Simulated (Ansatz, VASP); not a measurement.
**Two plane-wave programs on SrO**

```
Sr O
1.0
     0.00000    2.54899    2.54899
     2.54899    0.00000    2.54899
     2.54899    2.54899    0.00000
Sr O
1 1
Direct
  0.50000 0.50000 0.50000
  0.00000 0.00000 0.00000
```

Alike in both runs: task single point; functional PBE; k mesh 12 × 12 × 12; occupations gaussian, width 0.05 eV; no spin polarisation.

|  | VASP | Ansatz |
| --- | --- | --- |
| version | VASP 6.6.1 | Ansatz 0.2.0 |
| potentials or method | VASP PAW PBE potentials, release 64 (Sr_sv, O), cutoff 520 eV | scalar-relativistic, plane waves, PAW |
| valence electrons in the cell | 16 | 16 |

VASP gave:

| Item | Value |
| --- | --- |
| gap on the k mesh at the Fermi level (eV) | 3.25 |
| least direct gap on the mesh (eV) | 3.32 |
| pressure (GPa) | 6.1 |

Task: What did Ansatz give for the same quantities?

Result: gap on the k mesh at the Fermi level (eV): 3.30; least direct gap on the mesh (eV): 3.36; pressure (GPa): 5.4.

With one functional, cell and mesh, what is left measures potentials, basis and numerics.
